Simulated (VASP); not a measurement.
Runs of VASP 6.6.1 on CoW3. The structure is that of space group P4/mmm (No. 123), or close to it. The cells are those of the table. 

| cell | further INCAR settings | gap on the mesh (eV) | pressure (GPa) |
| --- | --- | --- | --- |
| a = 3.955, b = 3.955, c = 3.665 Å, 4 atoms | ALGO = Fast; EDIFF = 1e-06; NBANDS = 34 | none | 1.5 |
| a = 3.665, b = 3.665, c = 4.051 Å, 4 atoms | ALGO = Fast; EDIFF = 1e-07; NBANDS = 34 | none | 19.6 |
| a = 4.051, b = 4.051, c = 3.665 Å, 4 atoms | ALGO = Fast; EDIFF = 1e-07; NBANDS = 34 | none | (a) |
| a = 3.665, b = 3.665, c = 3.955 Å, 4 atoms | ALGO = Fast; EDIFF = 1e-07; NBANDS = 34 | none | 28.9 |

Alike in all rows: task single point; level PBEsol; potentials or basis VASP PAW PBE potentials, release 64 (Co, W_sv); no spin polarisation; k mesh 12 × 12 × 12; cutoff (eV) 520; smearing gaussian 0.15 eV.

Estimate the missing entries.

(a) -11.7.

Caveats: the PAW data sets were made with another functional, which shifts forces and pressure a little; spin-orbit coupling is left out, which moves the levels of the heavy elements; the run has no spin polarisation, though such a crystal can be magnetic; the stress differs along the axes, from 15 to 22 GPa (at least some runs); the cell stands under tension (at least some runs); the stress differs along the axes, from 25 to 31 GPa (at least some runs).

A k mesh can miss the band edges, and the runs leave out spin-orbit coupling on W.

A gap of «none» marks levels without a gap at the run's occupations.
